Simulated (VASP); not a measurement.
Set up this calculation in VASP 6.6.1, as the native input.

```
Task                   : single point
Functional             : PBE
Potentials or basis    : VASP PAW PBE potentials, release 64 (Zn, S)
Cutoff                 : 520 eV
k mesh                 : 8 × 8 × 8
Occupations            : gaussian, width 0.05 eV
Spin                   : no spin polarisation
Dipole correction      : no
Further INCAR settings : ALGO = Normal; EDIFF = 1e-07; NBANDS = 16
```

The structure of ZnS lies in POSCAR:

```
ZnS
1.0
    0.0000000000      2.5267121761      2.5267121761
    2.5267121761      0.0000000000      2.5267121761
    2.5267121761      2.5267121761      0.0000000000
Zn S
1 1
Direct
    0.2500000000      0.2500000000      0.2500000000
    0.0000000000      0.0000000000      0.0000000000
```

This cell differs from its parent crystal: volume scaled by 0.800.

One way to write it, as run:

INCAR

```
SYSTEM = ZnS
ALGO = Normal ; EDIFF = 1E-7
ENCUT = 520 ; GGA = PE
ISIF = 2 ; ISMEAR = 0
LASPH = .TRUE. ; LCHARG = .FALSE.
LREAL = .FALSE. ; LWAVE = .FALSE.
NBANDS = 16 ; NELM = 100
PREC = Accurate ; SIGMA = 0.05
```

KPOINTS

```
k-points
0
G
  8 8 8
  0 0 0
```

Potentials or basis: VASP PAW PBE potentials, release 64 (Zn, S).

The run is started by

```console
$ cat potpaw_PBE.64/Zn/POTCAR potpaw_PBE.64/S/POTCAR > POTCAR
$ mpirun -np 1 vasp_std > vasp.out
```

Results of the run:

```json
{"Pressure": "25.7 GPa", "Band gap on the k mesh": "2.87 eV, indirect (least direct gap 3.04 eV)"}
```

It took 8.6 s on 1 thread of Intel(R) Xeon(R) 6975P-C (Granite Rapids) (shared host), peak memory 0.15 GiB.
